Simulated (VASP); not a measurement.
# Sr (P6_3/mmc) in VASP: further runs

Sr is run at these levels: PBE; tasks: single point.

Program: VASP 6.6.1. These are calculated values, not measurements. Logs are shortened: lines on timing, memory, paths and dates and some standing lists are left out, and cuts for length are marked.

## Step 1: The cell of the first run

It takes space group P6_3/mmc (No. 194, hexagonal). Conventional cell: a = 3.600 Å, b = 3.600 Å, c = 11.788 Å, α = 90.00°, β = 90.00°, γ = 120.00°. Sr (site symmetry -3m) has 12 Sr at 3.60 to 3.61 Å within 4.7 Å. Within 4.7 Å of Sr (site symmetry -6m2) lie 12 Sr at 3.60 to 3.61 Å.

This isn't the form of Sr at room conditions, which is fcc.

## Step 2: Single point, PBE

INCAR

```
  PREC = Accurate
  ENCUT = 520
  EDIFF = 1E-6
  ISMEAR = -1
  SIGMA = 0.08
  LREAL = False
  LASPH = True
  NELM = 100
  ALGO = Normal
  ISIF = 2
  LWAVE = False
  LCHARG = True
  GGA = PE
  LELF = True
  LVHAR = True
  NBANDS = 28
```

KPOINTS

```
regular mesh
0
Gamma
  9 9 3
```

POSCAR

```
Sr
1.0
    3.5998720958      0.0000000000      0.0000000000
   -1.7999360479      3.1175806853      0.0000000000
    0.0000000000      0.0000000000     11.7879488393
Sr
4
Direct
    0.0000000000      0.0000000000      0.0000000000
    0.0000000000      0.0000000000      0.5000000000
    0.3333333333      0.6666666667      0.2500000000
    0.6666666667      0.3333333333      0.7500000000
```

Potentials or basis: VASP PAW PBE potentials, release 64 (Sr_sv).

The run is started by

```console
cat potpaw_PBE.64/Sr_sv/POTCAR > POTCAR
mpirun -np 1 vasp_std > vasp.out
```

OUTCAR:

```text
PREC = Accurate
   ENCUT = 520
   EDIFF = 1E-6
   ISMEAR = -1
   LREAL = False
   LASPH = True
   NELM = 100
   ISIF = 2
   GGA = PE

 ion  position               nearest neighbor table
   1  0.000  0.000  0.000-   3 3.61   4 3.61   3 3.61   4 3.61   4 3.61   3 3.61   4 5.10   3 5.10
                             3 5.10   4 5.10   3 5.10   4 5.10
   2  0.000  0.000  0.500-   3 3.61   4 3.61   3 3.61   4 3.61   4 3.61   3 3.61   4 5.10   3 5.10
                             3 5.10   4 5.10   3 5.10   4 5.10
   3  0.333  0.667  0.250-   1 3.61   2 3.61   1 3.61   2 3.61   1 3.61   2 3.61   1 5.10   2 5.10
                             1 5.10   2 5.10   1 5.10   2 5.10
   4  0.667  0.333  0.750-   1 3.61   2 3.61   1 3.61   2 3.61   1 3.61   2 3.61   1 5.10   2 5.10
                             1 5.10   2 5.10   1 5.10   2 5.10

  LATTYP: Found a hexagonal cell.
 ALAT       =     3.5998720958
 C/A-ratio  =     3.2745465743

  Lattice vectors:

 A1 = (   3.5998720958,   0.0000000000,   0.0000000000)
 A2 = (  -1.7999360479,   3.1175806853,   0.0000000000)
 A3 = (   0.0000000000,   0.0000000000,  11.7879488393)

Analysis of symmetry for initial positions (statically):
=====================================================================
 Subroutine PRICEL returns:
 Original cell was already a primitive cell.

 Routine SETGRP: Setting up the symmetry group for a
 hexagonal supercell.

 Subroutine GETGRP returns: Found 24 space group operations
 (whereof 12 operations were pure point group operations)
 out of a pool of 24 trial point group operations.

The static configuration has the point symmetry D_3d.
 The point group associated with its full space group is D_6h.

Analysis of symmetry for dynamics (positions and initial velocities):
=====================================================================
 Subroutine PRICEL returns:
 Original cell was already a primitive cell.

 Routine SETGRP: Setting up the symmetry group for a
 hexagonal supercell.

 Subroutine GETGRP returns: Found 24 space group operations
 (whereof 12 operations were pure point group operations)
 out of a pool of 24 trial point group operations.

The dynamic configuration has the point symmetry D_3d.
 The point group associated with its full space group is D_6h.

 Subroutine INISYM returns: Found 24 space group operations
 (whereof 12 operations are pure point group operations),
 and found     1 'primitive' translations
[... 94 lines left out ...]
   LSORBIT =      F    spin-orbit coupling
   LASPH  =      T    aspherical Exc in radial PAW
   ENCUT  =  520.0 eV  38.22 Ry    6.18 a.u.   6.69  6.69 21.92*2*pi/ulx,y,z
   NELM   =    100;   NELMIN=  2; NELMDL= -5     # of ELM steps
   EDIFF  = 0.1E-05   stopping-criterion for ELM
   LREAL  =      F    real-space projection
   EDIFFG = 0.1E-04   stopping-criterion for IOM
   NSW    =      0    number of steps for IOM
   IBRION =     -1    ionic relax: 0-MD 1-quasi-New 2-CG
   NFREE  =      0    steps in history (QN), initial steepest desc. (CG)
   ISIF   =      2    stress and relaxation
   ISYM   =      2    0-nonsym 1-usesym 2-fastsym
   POTIM  = 0.5000    time-step for ionic-motion
   TEBEG  =    0.0;   TEEND  =   0.0 temperature during run
   PSTRESS=    0.0 pullay stress
   NELECT =      40.0000    total number of electrons
   NUPDOWN=      -1.0000    fix difference up-down
   EMIN   =  10.00;   EMAX   =-10.00  energy-range for DOS
   EFERMI =   0.00;   METHOD = LEGACY
   ISMEAR =    -1;   SIGMA  =   0.08  broadening in eV -4-tet -1-fermi 0-gaus
   EFERMI_NEDOS =   21; number of points for ismear=-14 and -15
   IALGO  =     38    algorithm
   IMIX   =      4    mixing-type and parameters
     AMIX     =   0.40;   BMIX     =  1.00
     AMIX_MAG =   1.60;   BMIX_MAG =  1.00
  volume/ion in A,a.u.               =      33.07       223.19
  Fermi-wavevector in a.u.,A,eV,Ry     =   1.098788  2.076408 16.426784  1.207335
  Thomas-Fermi vector in A             =   2.235171
   LORBIT       =      0    0 simple, 1 ext, 2 COOP (PROOUT), +10 PAW based schemes
   GGA     = PE    functional components
   LHFCALC =     F    Hartree Fock is set to
   AEXX    =    0.0000 exact exchange contribution
   IVDW    =     0    specifies the selected vdW correction
   LEPSILON=     F    determine dielectric tensor
   LRPA    =     F    only Hartree local field effects (RPA)
 non-spin polarized calculation
  energy-cutoff  :      520.00
  volume of cell :      132.29
 maximum number of plane-waves:      3590
 NGX is ok and might be reduce to    28
   NGX = 13   NGY = 13   NGZ = 43

 number of electron      40.0000001 magnetization

 Free energy of the ion-electron system (eV)
  ---------------------------------------------------
  ext. energy  EPLUGINS =         0.00000000
  ---------------------------------------------------
  free energy    TOTEN  =        -4.06688335 eV

  energy without entropy =       -3.97755469  energy(sigma->0) =       -4.02221902

 E-fermi :   3.6467     XC(G=0):  -9.0854

 val. band max:        3.6449481136   @ k =   0.3333   0.2222   0.0000
 cond. band min:       3.6632516303   @ k =   0.4444   0.1111   0.3333
 fundamental gap:      0.0183035168
 Fermi energy:         3.6467158484

 k-point     1 :       0.0000    0.0000    0.0000
  band No.  band energies     occupation
      1     -32.1376      2.00000
      2     -32.0781      2.00000
      3     -32.0687      2.00000
      4     -32.0080      2.00000
      5     -14.7242      2.00000
      6     -14.2460      2.00000
[... 733 lines left out ...]
     27       5.1739      0.00000
     28       5.3327      0.00000

------------------------ aborting loop because EDIFF is reached ----------------------------------------

  FORCE on cell =-STRESS in cart. coord.  units (eV):
  Direction    XX          YY          ZZ          XY          YZ          ZX
  --------------------------------------------------------------------------------------
  -------------------------------------------------------------------------------------
  Total       10.5982879     10.5982879     10.7016681      0.0000000     -0.0000000      0.0000000
  in kB      128.3521887    128.3521887    129.6041906      0.0000000     -0.0000000      0.0000000
  external PRESSURE =     128.7695227 kB  Pullay stress =       0.0000000 kB

 VOLUME and BASIS-vectors are now :
 -----------------------------------------------------------------------------
  energy-cutoff  :      520.00
  volume of cell :      132.29
      direct lattice vectors                 reciprocal lattice vectors
     3.599872096  0.000000000  0.000000000     0.277787647  0.160380773  0.000000000
    -1.799936048  3.117580685  0.000000000     0.000000000  0.320761546  0.000000000
     0.000000000  0.000000000 11.787948839     0.000000000  0.000000000  0.084832401

 POSITION                                       TOTAL-FORCE (eV/Angst)
 -----------------------------------------------------------------------------------
      0.00000      0.00000      0.00000        -0.000000      0.000000      0.000000
      0.00000      0.00000      5.89397        -0.000000      0.000000      0.000000
     -0.00000      2.07839      2.94699        -0.000000      0.000000     -0.000000
      1.79994      1.03919      8.84096         0.000000     -0.000000      0.000000
 -----------------------------------------------------------------------------------
    total drift:                                0.000000     -0.000000      0.000000

  FREE ENERGIE OF THE ION-ELECTRON SYSTEM (eV)
  ---------------------------------------------------
  free  energy   TOTEN  =        -4.0668833546 eV

  energy  without entropy=       -3.9775546869  energy(sigma->0) =       -4.02221902
```

OSZICAR:

```text
N       E                     dE             d eps       ncg     rms          rms(c)
DAV:   1     0.247608152396E+03    0.24761E+03   -0.19895E+04  1344   0.131E+03
DAV:   2     0.134336761899E+02   -0.23417E+03   -0.23040E+03  1696   0.295E+02
DAV:   3    -0.331391212857E+01   -0.16748E+02   -0.16410E+02  2064   0.566E+01
DAV:   4    -0.414473757590E+01   -0.83083E+00   -0.82791E+00  1980   0.108E+01
DAV:   5    -0.416263359629E+01   -0.17896E-01   -0.17860E-01  1872   0.154E+00    0.303E+01
DAV:   6    -0.409727717430E+01    0.65356E-01   -0.44382E-02  2096   0.110E+00    0.180E+01
DAV:   7    -0.406616541261E+01    0.31112E-01   -0.83932E-02  2196   0.147E+00    0.378E-01
DAV:   8    -0.406677348024E+01   -0.60807E-03   -0.18358E-03  1708   0.218E-01    0.269E-01
DAV:   9    -0.406688862322E+01   -0.11514E-03   -0.24907E-04  1696   0.111E-01    0.960E-02
DAV:  10    -0.406688360550E+01    0.50177E-05   -0.24102E-05  1852   0.182E-02    0.286E-02
DAV:  11    -0.406688335463E+01    0.25088E-06   -0.17552E-06  1208   0.691E-03
   1 F= -.40668834E+01 E0= -.40222190E+01  d E =-.893287E-01
```

Wall time 2.9 min (1 thread of Intel Xeon 8259CL, shared host); peak memory 0.24 GiB.

Results:

* Free energy: -4.0669 eV
* Pressure: 12.9 GPa
* Band gap on the k mesh: zero (bands 20 and 21 overlap by 0.28 eV)

Caveat: the cell stands under pressure.

## Step 3: Single point, PBE (33.07 Å³/atom)

INCAR

```
SYSTEM = Sr
PREC = Accurate
ENCUT = 520
EDIFF = 1E-6
ISMEAR = -1
SIGMA = 0.08
LREAL = .FALSE.
LASPH = .TRUE.
NELM = 80
ALGO = Normal
ISIF = 2
LWAVE = .FALSE.
LCHARG = .FALSE.
GGA = PE
NBANDS = 28
```

KPOINTS

```
Automatic mesh
0
G
  9 9 3
  0 0 0
```

POSCAR is that of step 2.

Potentials or basis: VASP PAW PBE potentials, release 64 (Sr_sv).

The run is started by

```console
cat potpaw_PBE.64/Sr_sv/POTCAR > POTCAR
mpirun -np 1 vasp_std > vasp.out
```

Run time: 2.8 min. Hardware: 1 thread of Intel Xeon 8259CL, shared host; peak memory 0.24 GiB.

Results (log left out):

- Free energy: -4.0669 eV
- Pressure: 12.9 GPa
- Band gap on the k mesh: zero (bands 20 and 21 overlap by 0.28 eV)

Stress tensor (GPa, compression positive):
```
12.84  0.00  0.00
 0.00 12.84  0.00
 0.00  0.00 12.96
```

Levels at points of the mesh, in eV from the Fermi level:
```csv
k point,band 18,band 19,band 20,band 21,band 22,band 23
"(0.00, 0.00, 0.00)",-2.68,-2.67,-1.40,1.44,1.54,1.58
```

Caveat: the cell stands under pressure.

## Step 4: Single point, PBE

This run uses another cell than the first one, of 37.48 Å³/atom.

INCAR

```
ALGO = Normal
EDIFF = 1E-6
ENCUT = 520
GGA = PE
ISIF = 2
ISMEAR = -1
LASPH = True
LCHARG = False
LREAL = False
LWAVE = False
NBANDS = 28
NELM = 80
PREC = Accurate
SIGMA = 0.08
```

KPOINTS

```
k-points
0
Gamma
  9 9 3
```

POSCAR

```
Sr
1.0
    3.7532396118      0.0000000000      0.0000000000
   -1.8766198059      3.2504008503      0.0000000000
    0.0000000000      0.0000000000     12.2901579137
Sr
4
Direct
    0.0000000000      0.0000000000      0.0000000000
    0.0000000000      0.0000000000      0.5000000000
    0.3333333333      0.6666666667      0.2500000000
    0.6666666667      0.3333333333      0.7500000000
```

The run is started by

```console
cat potpaw_PBE.64/Sr_sv/POTCAR > POTCAR
mpirun -np 1 vasp_std > vasp.out
```

Wall time 2.5 min (1 thread of Intel Xeon 8259CL, shared host); peak memory 0.26 GiB.

It converged, with:

* Free energy: -5.2078 eV
* Pressure: 8.1 GPa
* Band gap on the k mesh: zero (bands 20 and 21 overlap by 0.10 eV)

Stress tensor (GPa, compression positive):
```
8.07 0.00 0.00
0.00 8.07 0.00
0.00 0.00 8.30
```

Levels at points of the mesh, in eV from the Fermi level:
```csv
k point,band 17,band 18,band 19,band 20,band 21,band 22,band 23,band 24
"(0.00, 0.00, 0.00)",-4.12,-2.80,-2.80,-1.35,0.91,1.43,1.47,2.54
```

Caveat: the cell stands under pressure.

## Step 5: Single point, PBE (37.48 Å³/atom)

This run uses another cell than the first one, of 37.48 Å³/atom.

INCAR

```
SYSTEM = Sr
  ALGO = Normal
  EDIFF = 1E-6
  ENCUT = 520
  GGA = PE
  ISIF = 2
  ISMEAR = -1
  LASPH = .True.
  LCHARG = .False.
  LREAL = .False.
  LWAVE = .False.
  NBANDS = 28
  NELM = 100
  PREC = Accurate
  SIGMA = 0.08
```

KPOINTS

```
k-points
0
Gamma
  9 9 3
  0 0 0
```

POSCAR is that of step 4.

The run is started by

```console
cat potpaw_PBE.64/Sr_sv/POTCAR > POTCAR
mpirun -np 1 vasp_std > vasp.out
```

Run time: 2.7 min. Hardware: 1 thread of Intel Xeon 8259CL, shared host; peak memory 0.26 GiB.

The run converged. Its results:

* Free energy: -5.2078 eV
* Pressure: 8.1 GPa
* Band gap on the k mesh: zero (bands 20 and 21 overlap by 0.10 eV)

Stress tensor (GPa, compression positive):
```
8.07 0.00 0.00
0.00 8.07 0.00
0.00 0.00 8.30
```

Levels at points of the mesh, in eV from the Fermi level:
| k point | band 18 | band 19 | band 20 | band 21 | band 22 | band 23 |
| --- | --- | --- | --- | --- | --- | --- |
| (0.00, 0.00, 0.00) | -2.80 | -2.80 | -1.35 | 0.91 | 1.43 | 1.47 |

Caveat: the cell stands under pressure.

## Step 6: Single point, PBE

This run uses another cell than the first one, of 55.12 Å³/atom.

INCAR

```
ALGO = Normal ; EDIFF = 1E-6
ENCUT = 520 ; GGA = PE
ISIF = 2 ; ISMEAR = -1
LASPH = T ; LCHARG = T
LELF = T ; LREAL = F
LVHAR = T ; LWAVE = F
NBANDS = 28 ; NELM = 60
PREC = Accurate ; SIGMA = 0.08
```

KPOINTS

```
k-points
0
Gamma
  9 9 3
```

POSCAR

```
Sr
1.0
    4.2681203181      0.0000000000      0.0000000000
   -2.1340601591      3.6963006219      0.0000000000
    0.0000000000      0.0000000000     13.9761587667
Sr
4
Direct
    0.0000000000      0.0000000000      0.0000000000
    0.0000000000      0.0000000000      0.5000000000
    0.3333333333      0.6666666667      0.2500000000
    0.6666666667      0.3333333333      0.7500000000
```

Potentials or basis: VASP PAW PBE potentials, release 64 (Sr_sv).

The run is started by

```console
cat potpaw_PBE.64/Sr_sv/POTCAR > POTCAR
mpirun -np 1 vasp_std > vasp.out
```

OUTCAR:

```text
EDIFF = 1E-6
   ENCUT = 520
   GGA = PE
   ISIF = 2
   ISMEAR = -1
   LASPH = T
   LREAL = F
   NELM = 60
   PREC = Accurate

 ion  position               nearest neighbor table
   1  0.000  0.000  0.000-   3 4.28   4 4.28   4 4.28   3 4.28   4 4.28   3 4.28
   2  0.000  0.000  0.500-   3 4.28   4 4.28   4 4.28   3 4.28   4 4.28   3 4.28
   3  0.333  0.667  0.250-   1 4.28   2 4.28   1 4.28   2 4.28   1 4.28   2 4.28
   4  0.667  0.333  0.750-   1 4.28   2 4.28   1 4.28   2 4.28   1 4.28   2 4.28
[... 944 lines left out ...]
  Direction    XX          YY          ZZ          XY          YZ          ZX
  --------------------------------------------------------------------------------------
  -------------------------------------------------------------------------------------
  Total        0.0100662      0.0100662      0.0093342     -0.0000000     -0.0000000      0.0000000
  in kB        0.0731446      0.0731446      0.0678257     -0.0000000     -0.0000000      0.0000000
  external PRESSURE =       0.0713716 kB  Pullay stress =       0.0000000 kB

 VOLUME and BASIS-vectors are now :
 -----------------------------------------------------------------------------
  energy-cutoff  :      520.00
  volume of cell :      220.49
      direct lattice vectors                 reciprocal lattice vectors
     4.268120318  0.000000000  0.000000000     0.234295176  0.135270383  0.000000000
    -2.134060159  3.696300622  0.000000000     0.000000000  0.270540766  0.000000000
     0.000000000  0.000000000 13.976158767     0.000000000  0.000000000  0.071550418

 POSITION                                       TOTAL-FORCE (eV/Angst)
 -----------------------------------------------------------------------------------
      0.00000      0.00000      0.00000         0.000000     -0.000000     -0.000000
      0.00000      0.00000      6.98808         0.000000     -0.000000     -0.000000
     -0.00000      2.46420      3.49404         0.000000     -0.000000      0.000000
      2.13406      1.23210     10.48212        -0.000000      0.000000      0.000000
 -----------------------------------------------------------------------------------
    total drift:                               -0.000000      0.000000      0.000000

  FREE ENERGIE OF THE ION-ELECTRON SYSTEM (eV)
  ---------------------------------------------------
  free  energy   TOTEN  =        -6.5948203852 eV

  energy  without entropy=       -6.4760133279  energy(sigma->0) =       -6.53541686
```

stdout:

```text
POSCAR found type information on POSCAR Sr
 POSCAR found :  1 types and       4 ions
 scaLAPACK will be used
 LDA part: xc-table for (Slater+PW92), standard interpolation
 POSCAR, INCAR and KPOINTS ok, starting setup
 FFT: planning ... GRIDC
 FFT: planning ... GRID_SOFT
 FFT: planning ... GRID
 WAVECAR not read
 entering main loop
```

Run time: 4.5 min. Hardware: 1 thread of Intel Xeon 8259CL, shared host; peak memory 0.34 GiB.

What came out:

```yaml
Free_energy: -6.5948 eV
Pressure: 0.0 GPa
Band_gap_on_the_k_mesh: zero (bands 20 and 21 overlap by 0.16 eV)
```

## Step 7: Overview

```tsv
cell	gap on the mesh (eV)	pressure (GPa)
a = 3.600, b = 3.600, c = 11.788 Å, angles 90.0, 90.0, 120.0°, 4 atoms	none	12.9
a = 3.753, b = 3.753, c = 12.290 Å, angles 90.0, 90.0, 120.0°, 4 atoms	none	8.1
a = 4.268, b = 4.268, c = 13.976 Å, angles 90.0, 90.0, 120.0°, 4 atoms	none	0.0
```

Alike in all rows: task single point; level PBE; potentials or basis VASP PAW PBE potentials, release 64 (Sr_sv); no spin polarisation; k mesh 9 × 9 × 3; cutoff (eV) 520; smearing fermi-dirac 0.08 eV.

Caveats: the cell stands under pressure (at least some runs).

Absolute energies hang on the potentials; compare differences alone.

The gap in the log of VASP goes by the Fermi energy; the results here count the filled bands.